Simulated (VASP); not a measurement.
# Si2N (P2/m) in VASP: density of states with PBE

Aim: the density of states of Si2N with PBE.

Everything below comes from runs of VASP 6.6.1. Logs are shortened: lines on timing, memory, paths and dates and some standing lists are left out, and cuts for length are marked.

## Step 1: The cell of the first run

It takes space group P2/m (No. 10, monoclinic). The conventional cell has a = 4.900 Å, b = 2.780 Å, c = 5.616 Å, α = 90.00°, β = 103.98°, γ = 90.00°. Si (site symmetry m) has 2 N at 1.84 Å within 2.4 Å. Within 2.5 Å of Si (site symmetry m) lie 2 N at 1.89 Å and 1 Si at 2.48 Å. Within 2.4 Å of N (site symmetry m) lie 4 Si at 1.84 to 1.89 Å.

## Step 2: Density of states, PBE

Input file POSCAR:

```
Si2N
1.0
    4.8997109096      0.0000000000     -0.0038676485
    0.0000000000      2.7796743690      0.0000000000
   -1.3525781131      0.0000000000      5.4511534335
Si N
4 2
Direct
    0.2605774735      0.0000000000      0.0600127241
    0.2574054499      0.5000000000      0.5881841593
    0.7394225265      0.0000000000      0.9399872759
    0.7425945501      0.5000000000      0.4118158407
    0.6514718199      0.5000000000      0.7201165723
    0.3485281801      0.5000000000      0.2798834277
```

Input file INCAR.step1:

```
PREC = Accurate ; ENCUT = 520
EDIFF = 1E-7 ; ISMEAR = 0
SIGMA = 0.1 ; LREAL = False
LASPH = True ; NELM = 100
ALGO = Normal ; ISIF = 2
LWAVE = False ; LCHARG = True
GGA = PE ; NBANDS = 22
```

Input file KPOINTS.step1:

```
regular mesh
0
Gamma
  8 14 8
```

Input file INCAR.step2:

```
PREC = Accurate ; ENCUT = 520
EDIFF = 1E-7 ; ISMEAR = -5
SIGMA = 0.1 ; LREAL = False
LASPH = True ; NELM = 100
ALGO = Normal ; ISIF = 2
LWAVE = False ; LCHARG = False
GGA = PE ; LORBIT = 11
NBANDS = 22 ; NEDOS = 2001
ICHARG = 11
```

Input file KPOINTS.step2:

```
regular mesh
0
Gamma
  12 21 12
```

Potentials or basis: VASP PAW PBE potentials, release 64 (Si, N).

On the command line:

```bash
$ cat potpaw_PBE.64/Si/POTCAR potpaw_PBE.64/N/POTCAR > POTCAR
$ cp INCAR.step1 INCAR
$ cp KPOINTS.step1 KPOINTS
$ mpirun -np 1 vasp_std > vasp.out
$ cp INCAR.step2 INCAR
$ cp KPOINTS.step2 KPOINTS
$ mpirun -np 1 vasp_std > vasp.out
```

OUTCAR:

```text
PREC = Accurate
   ENCUT = 520
   EDIFF = 1E-7
   ISMEAR = -5
   LREAL = False
   LASPH = True
   NELM = 100
   ISIF = 2
   GGA = PE
   LORBIT = 11
   ICHARG = 11

 ion  position               nearest neighbor table
   1  0.261  0.000  0.060-   6 1.84   6 1.84   3 2.48   3 2.59   2 2.99   2 2.99   4 3.03   4 3.03

   2  0.257  0.500  0.588-   6 1.89   5 1.89   4 2.48   4 2.79   1 2.99   1 2.99   3 3.03   3 3.03

   3  0.739  0.000  0.940-   5 1.84   5 1.84   1 2.48   1 2.59   4 2.99   4 2.99   2 3.03   2 3.03

   4  0.743  0.500  0.412-   5 1.89   6 1.89   2 2.48   2 2.79   3 2.99   3 2.99   1 3.03   1 3.03

   5  0.651  0.500  0.720-   3 1.84   3 1.84   4 1.89   2 1.89
   6  0.349  0.500  0.280-   1 1.84   1 1.84   2 1.89   4 1.89

  LATTYP: Found a simple monoclinic cell.
 ALAT       =     4.8997124361
 B/A-ratio  =     0.5673137771
 C/A-ratio  =     1.1462821149
 COS(beta)  =    -0.2415903225

  Lattice vectors:

 A1 = (   4.8997109096,   0.0000000000,  -0.0038676485)
 A2 = (   0.0000000000,   2.7796743690,   0.0000000000)
 A3 = (  -1.3525781131,   0.0000000000,   5.4511534335)

Analysis of symmetry for initial positions (statically):
=====================================================================
 Subroutine PRICEL returns:
 Original cell was already a primitive cell.

 Routine SETGRP: Setting up the symmetry group for a
 simple monoclinic supercell.

 Subroutine GETGRP returns: Found  4 space group operations
 (whereof  4 operations were pure point group operations)
 out of a pool of  4 trial point group operations.

The static configuration has the point symmetry C_2h.

Analysis of symmetry for dynamics (positions and initial velocities):
=====================================================================
 Subroutine PRICEL returns:
 Original cell was already a primitive cell.

 Routine SETGRP: Setting up the symmetry group for a
 simple monoclinic supercell.

 Subroutine GETGRP returns: Found  4 space group operations
 (whereof  4 operations were pure point group operations)
 out of a pool of  4 trial point group operations.

The dynamic configuration has the point symmetry C_2h.

 Subroutine INISYM returns: Found  4 space group operations
 (whereof  4 operations are pure point group operations),
 and found     1 'primitive' translations

----------------------------------------------------------------------------------------

                                     Primitive cell
[... 108 lines left out ...]
   ISYM   =      2    0-nonsym 1-usesym 2-fastsym
   POTIM  = 0.5000    time-step for ionic-motion
   TEBEG  =    0.0;   TEEND  =   0.0 temperature during run
   PSTRESS=    0.0 pullay stress
   NELECT =      26.0000    total number of electrons
   NUPDOWN=      -1.0000    fix difference up-down
   EMIN   =  10.00;   EMAX   =-10.00  energy-range for DOS
   EFERMI =   0.00;   METHOD = LEGACY
   ISMEAR =    -5;   SIGMA  =   0.10  broadening in eV -4-tet -1-fermi 0-gaus
   EFERMI_NEDOS =   21; number of points for ismear=-14 and -15
   IALGO  =     38    algorithm
   IMIX   =      4    mixing-type and parameters
     AMIX     =   0.40;   BMIX     =  1.00
     AMIX_MAG =   1.60;   BMIX_MAG =  1.00
  volume/ion in A,a.u.               =      12.37        83.49
  Fermi-wavevector in a.u.,A,eV,Ry     =   1.154011  2.180765 18.119449  1.331742
  Thomas-Fermi vector in A             =   2.290651
   LORBIT       =     11    0 simple, 1 ext, 2 COOP (PROOUT), +10 PAW based schemes
   GGA     = PE    functional components
   LHFCALC =     F    Hartree Fock is set to
   AEXX    =    0.0000 exact exchange contribution
   IVDW    =     0    specifies the selected vdW correction
   LEPSILON=     F    determine dielectric tensor
   LRPA    =     F    only Hartree local field effects (RPA)
 non-spin polarized calculation
 Fermi weights with tetrahedron method with Bloechl corrections
  energy-cutoff  :      520.00
  volume of cell :       74.23
 maximum number of plane-waves:      2024

 number of electron      25.9999999 magnetization

 Free energy of the ion-electron system (eV)
  ---------------------------------------------------
  ext. energy  EPLUGINS =         0.00000000
  ---------------------------------------------------
  free energy    TOTEN  =       -38.94652432 eV

  energy without entropy =      -38.94652432  energy(sigma->0) =      -38.94652432

 E-fermi :   8.9803     XC(G=0): -11.0448

 val. band max:        9.0511368384   @ k =  -0.0000   0.4762   0.5000
 cond. band min:       8.8575285362   @ k =  -0.0000   0.3810   0.5000
 fundamental gap:     -0.1936083022
 Fermi energy:         8.9802693586

 k-point     1 :       0.0000    0.0000    0.0000
  band No.  band energies     occupation
      1      -9.9495      2.00000
      2      -8.3240      2.00000
      3      -2.5100      2.00000
      4      -0.1274      2.00000
      5       0.1491      2.00000
      6       0.9794      2.00000
[... 589 lines left out ...]
     21      16.0793      0.00000
     22      16.4517      0.00000

 [... further k-points ...]
[... 5 lines left out ...]
  --------------------------------------------------------------------------------------
  -------------------------------------------------------------------------------------
  Total        0.0516581     -0.0453781     -0.0265894      0.0000000      0.0000000      0.0951568
  in kB        1.1150155     -0.9794648     -0.5739196      0.0000000      0.0000000      2.0539171
  external PRESSURE =      -0.1461229 kB  Pullay stress =       0.0000000 kB

 VOLUME and BASIS-vectors are now :
 -----------------------------------------------------------------------------
  energy-cutoff  :      520.00
  volume of cell :       74.23
      direct lattice vectors                 reciprocal lattice vectors
     4.899710910  0.000000000 -0.003867649     0.204133656  0.000000000  0.050651063
     0.000000000  2.779674369  0.000000000     0.000000000  0.359754369  0.000000000
    -1.352578113  0.000000000  5.451153434     0.000144835  0.000000000  0.183483351

 POSITION                                       TOTAL-FORCE (eV/Angst)
 -----------------------------------------------------------------------------------
      1.19558      0.00000      0.32613        -0.003494      0.000000      0.013767
      0.46565      1.38984      3.20529         0.043990      0.000000      0.001557
      2.35155      0.00000      5.12116         0.003494      0.000000     -0.013767
      3.08149      1.38984      2.24200        -0.043990      0.000000     -0.001557
      2.21801      1.38984      3.92295         0.011418     -0.000000      0.000361
      1.32912      1.38984      1.52434        -0.011418      0.000000     -0.000361
 -----------------------------------------------------------------------------------
    total drift:                               -0.000000     -0.000000      0.000000

  FREE ENERGIE OF THE ION-ELECTRON SYSTEM (eV)
  ---------------------------------------------------
  free  energy   TOTEN  =       -38.9465243247 eV

  energy  without entropy=      -38.9465243247  energy(sigma->0) =      -38.94652432

 total charge

# of ion       s       p       d       tot
------------------------------------------
    1        0.744   0.839   0.000   1.584
    2        0.773   0.793   0.000   1.567
    3        0.744   0.839   0.000   1.584
    4        0.773   0.793   0.000   1.567
    5        1.248   2.603   0.000   3.851
    6        1.248   2.603   0.000   3.851
--------------------------------------------------
tot          5.531   8.472   0.000  14.003
```

OSZICAR.step1:

```text
N       E                     dE             d eps       ncg     rms          rms(c)
DAV:   1     0.726279489877E+02    0.72628E+02   -0.11788E+04 11968   0.105E+03
DAV:   2    -0.354512607000E+02   -0.10808E+03   -0.10318E+03 15274   0.193E+02
DAV:   3    -0.421862632301E+02   -0.67350E+01   -0.66751E+01 15698   0.481E+01
DAV:   4    -0.422562977057E+02   -0.70034E-01   -0.69989E-01 14738   0.548E+00
DAV:   5    -0.422570238430E+02   -0.72614E-03   -0.72608E-03 15856   0.540E-01    0.134E+01
DAV:   6    -0.388370308554E+02    0.34200E+01   -0.13196E+01 14470   0.241E+01    0.688E+00
DAV:   7    -0.389710454933E+02   -0.13401E+00   -0.18611E+00 13660   0.855E+00    0.344E+00
DAV:   8    -0.389539136877E+02    0.17132E-01   -0.14766E-01 14596   0.234E+00    0.132E+00
DAV:   9    -0.389494852541E+02    0.44284E-02   -0.30317E-02 15432   0.128E+00    0.186E-01
DAV:  10    -0.389498626495E+02   -0.37740E-03   -0.34905E-03 14326   0.358E-01    0.102E-01
DAV:  11    -0.389499214138E+02   -0.58764E-04   -0.46293E-04 15038   0.140E-01    0.345E-02
DAV:  12    -0.389499179484E+02    0.34654E-05   -0.57692E-05 14792   0.565E-02    0.844E-03
DAV:  13    -0.389499190864E+02   -0.11380E-05   -0.11405E-05 15136   0.185E-02    0.417E-03
DAV:  14    -0.389499190203E+02    0.66033E-07   -0.13228E-06 14742   0.744E-03    0.987E-04
DAV:  15    -0.389499189817E+02    0.38607E-07   -0.15122E-07  9134   0.286E-03
   1 F= -.38949919E+02 E0= -.38946721E+02  d E =-.639524E-02
```

Run time: 24 min. Hardware: 1 thread of AMD EPYC 7R43 (Zen 3), shared host; peak memory 0.93 GiB.

Results:

```
Valence electrons inside the program's atomic spheres : Si 1.58, 1.57; N 3.85
```

Levels at points of the mesh, in eV from the Fermi level:
| k point | band 9 | band 10 | band 11 | band 12 | band 13 | band 14 | band 15 | band 16 | band 17 | band 18 |
| --- | --- | --- | --- | --- | --- | --- | --- | --- | --- | --- |
| (0.00, 0.00, 0.00) | -4.13 | -4.11 | -3.47 | -1.24 | 0.92 | 3.23 | 3.49 | 3.74 | 5.91 | 6.01 |
| (0.50, 0.00, 0.00) | -3.98 | -3.53 | -2.72 | -0.79 | -0.55 | 0.77 | 3.94 | 4.49 | 5.48 | 6.04 |
| (0.00, 0.00, 0.50) | -3.99 | -3.63 | -3.42 | -2.65 | -0.60 | 2.39 | 4.00 | 5.26 | 5.74 | 6.44 |
| (0.50, 0.00, 0.50) | -4.01 | -3.57 | -3.46 | -3.39 | 1.59 | 2.09 | 2.47 | 3.85 | 5.76 | 5.98 |

Caveat: tetrahedron occupations give inexact forces and stress in metals.
